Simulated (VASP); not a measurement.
A run of VASP 6.6.1:

Contents of INCAR:

```
SYSTEM = P
  ALGO = Normal
  EDIFF = 1E-7
  ENCUT = 520
  GGA = PS
  ISIF = 2
  ISMEAR = 0
  LASPH = .TRUE.
  LCHARG = .FALSE.
  LREAL = .FALSE.
  LWAVE = .FALSE.
  NBANDS = 18
  NELM = 60
  PREC = Accurate
  SIGMA = 0.05
```

File KPOINTS:

```
k-points
0
G
  8 1 6
  0 0 0
```

POSCAR

```
P
1.0
    3.2837277200      0.0000000000      0.0000000000
    0.0000000000     34.8570309900      0.0000000000
    0.0000000000      0.0000000000      4.6320847100
P
4
Direct
    0.0000000000      0.9702614300      0.6353278233
    0.0000000000      0.0297385700      0.4078492800
    0.5000000000      0.0297385700      0.0921507200
    0.5000000000      0.9702614300      0.9078492800
```

Potentials or basis: VASP PAW PBE potentials, release 64 (P).

The run is started by

```bash
$ cat potpaw_PBE.64/P/POTCAR > POTCAR
$ mpirun -np 1 vasp_std > vasp.out
```

Hardware: 1 thread of Oxide Virtual Turin-like Processor, with other jobs on the host.

Problem. Estimate the wall time of this run.

Solution. Run time: 8.4 min on 1 thread of Oxide Virtual Turin-like Processor, with other jobs on the host, peak memory 0.53 GiB. Counts: scf iterations 25, k points 20.
